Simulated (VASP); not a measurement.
Input of a VASP 6.6.1 run:

Contents of INCAR:

```
PREC = Accurate ; ENCUT = 520
EDIFF = 1E-6 ; ISMEAR = 0
SIGMA = 0.15 ; LREAL = False
LASPH = True ; NELM = 60
ALGO = Fast ; ISIF = 2
LWAVE = False ; LCHARG = False
GGA = PS ; NBANDS = 12
```

File KPOINTS:

```
Automatic mesh
0
Gamma
  20 20 20
```

File POSCAR:

```
Zn
1.0
   -1.5912774814      1.5300745013      1.5912774814
    1.5912774814     -1.5300745013      1.5912774814
    1.5912774814      1.5300745013     -1.5912774814
Zn
1
Direct
    0.0000000000      0.0000000000      0.0000000000
```

Potentials or basis: VASP PAW PBE potentials, release 64 (Zn).

Run with:

```bash
$ cat potpaw_PBE.64/Zn/POTCAR > POTCAR
$ mpirun -np 1 vasp_std > vasp.out
```

Predict the pressure.

-5.1 GPa.

Predict the band gap on the k mesh.

zero (band 6 reaches 6.66 eV, above the bottom of band 7 at 1.63 eV).

Stress tensor (GPa, compression positive):
```
-4.52  0.00  0.00
 0.00 -6.32  0.00
 0.00  0.00 -4.52
```

Caveat: the cell differs from its parent crystal (normal strain along x +0.0400, normal strain along z +0.0400); the PAW data sets were made with another functional, which shifts forces and pressure a little.
